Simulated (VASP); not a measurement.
CaO, 8 atoms in the cell. The typed cell holds 8 atoms: a = 6.834 Å, b = 6.833 Å, c = 3.415 Å, α = 60.01°, β = 60.00°, γ = 59.96°. 

```yaml
Program: VASP 6.6.1
Task: single point
Functional: PBE
Potentials_or_basis: VASP PAW PBE potentials, release 64 (Ca_sv, O)
Cutoff: 520 eV
k_mesh: 6 × 6 × 6
Occupations: gaussian, width 0.05 eV
Spin: no spin polarisation
Dipole_correction: no
Further_INCAR_settings: ALGO = Normal; EDIFF = 1e-06; NBANDS = 42
```

Potentials or basis: VASP PAW PBE potentials, release 64 (Ca_sv, O).

Launch:

```bash
$ cat potpaw_PBE.64/Ca_sv/POTCAR potpaw_PBE.64/O/POTCAR > POTCAR
$ mpirun -np 1 vasp_std > vasp.out
```

Hardware: 1 thread of Intel(R) Xeon(R) Platinum 8259CL CPU @ 2.50GHz (Skylake/Cascade Lake) (shared host).

Problem. How long does it take, and how much memory?

Solution. It took 12 min on 1 thread of Intel(R) Xeon(R) Platinum 8259CL CPU @ 2.50GHz (Skylake/Cascade Lake) (shared host), peak memory 0.53 GiB. Counts: scf iterations 15, k points 112.
